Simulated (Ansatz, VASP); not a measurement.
**One calculation of NbTe, two programs**

INCAR

```
SYSTEM = NbTe
PREC = Accurate
ENCUT = 520
EDIFF = 1E-7
ISMEAR = -1
SIGMA = 0.1
LREAL = .FALSE.
LASPH = .TRUE.
NELM = 80
ALGO = Normal
ISIF = 2
LWAVE = .FALSE.
LCHARG = .FALSE.
GGA = PS
NBANDS = 16
```

KPOINTS

```
regular mesh
0
G
  12 12 12
  0 0 0
```

POSCAR

```
NbTe
1.0
    2.7219124192      0.0000000000      0.0000000000
    0.0000000000      2.7219124192      0.0000000000
    0.0000000000      0.0000000000      2.7219124192
Nb Te
1 1
Direct
    0.0000000000      0.0000000000      0.0000000000
    0.5000000000      0.5000000000      0.5000000000
```

Input for Ansatz:

```yaml
crystal:
  lattice:
    - [2.7219124192, 0.0, 0.0]
    - [0.0, 2.7219124192, 0.0]
    - [0.0, 0.0, 2.7219124192]
  atoms:
    - { symbol: Nb, position: [0.0, 0.0, 0.0] }
    - { symbol: Te, position: [0.5, 0.5, 0.5] }
kpoints:
  mp_grid: { grid: [12, 12, 12] }
scf:
  occupations: { method: fermi_dirac, width: 0.1 }
hamiltonian:
  xc: pbesol
  pseudopotentials: { kind: all_electron, lapw: { basis_error: 0.001 } }
output:
  forces: true
  stress: true
  eigenvalues: true
  populations: true
```

Change from the starting cell: volume scaled by 0.52, LAPW.

Alike in both runs: task single point; functional PBEsol; k mesh 12 × 12 × 12; occupations fermi-dirac, width 0.1 eV; no spin polarisation.

```csv
,VASP,Ansatz
version,VASP 6.6.1,Ansatz 0.2.0
potentials or method,"VASP PAW PBE potentials, release 64 (Nb_sv, Te), cutoff 520 eV","all-electron LAPW, scalar-relativistic"
```

|  | VASP | Ansatz | Ansatz less VASP |
| --- | --- | --- | --- |
| pressure (GPa) | 407.3 | 406.3 | -0.99 |

VASP's potentials were made for PBE, not for PBEsol. Both programs put the cell under a high pressure, so it lies far from rest at this level. Ansatz ran all-electron here, and VASP with PAW potentials.

Spin-orbit coupling is off throughout. Noted on VASP's run: the cell as given lies far from equilibrium.
